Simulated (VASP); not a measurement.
Nb: relaxation of cell and atoms with LDA

The system is Nb.

```
CELL_PARAMETERS angstrom
2.65730 0.00000 0.00000
0.00000 2.65730 0.00000
0.00000 0.00000 2.65730
ATOMIC_POSITIONS crystal
Nb 0.00000 0.00000 0.00000
```

This isn't the form of Nb at room conditions, which is bcc.

```json
{"Program": "VASP 6.6.1", "Task": "relaxation of cell and atoms", "Functional": "LDA", "Potentials or basis": "VASP PAW LDA potentials, release 64 (Nb_sv)", "Cutoff": "600 eV", "k mesh": "15 × 15 × 15", "Occupations": "fermi-dirac, width 0.05 eV", "Spin": "no spin polarisation", "Target pressure": "1.1 GPa", "Dipole correction": "no", "Further INCAR settings": "ALGO = Normal; EDIFF = 1e-06; IBRION = 2; EDIFFG = -0.005; NSW = 32; ISIF = 3"}
```

```
Pressure after relaxing : 1.1 GPa
Band gap on the k mesh  : zero (an odd number of electrons rules out a gap without spin polarisation)
```

Final structure:
```xyz
1
Lattice="2.6573 0.0000 0.0000 0.0000 2.6573 0.0000 0.0000 0.0000 2.6573" Properties=species:S:1:pos:R:3 pbc="T T T"
Nb    0.0000    0.0000    0.0000
```

Levels at points of the mesh, in eV from the Fermi level:
```csv
k point,band 4,band 5,band 6,band 7,band 8,band 9,band 10
"(0.00, 0.00, 0.00)",-29.59,-5.69,-3.02,-3.02,5.55,5.55,5.55
```

Run time: 17 s on 1 thread of Intel Xeon 8259CL (shared host), peak memory 0.15 GiB.

Caveat: the relaxation stopped at its first step, so nothing moved; the cell is relaxed towards a set pressure, so the run minimises the enthalpy, not the energy.
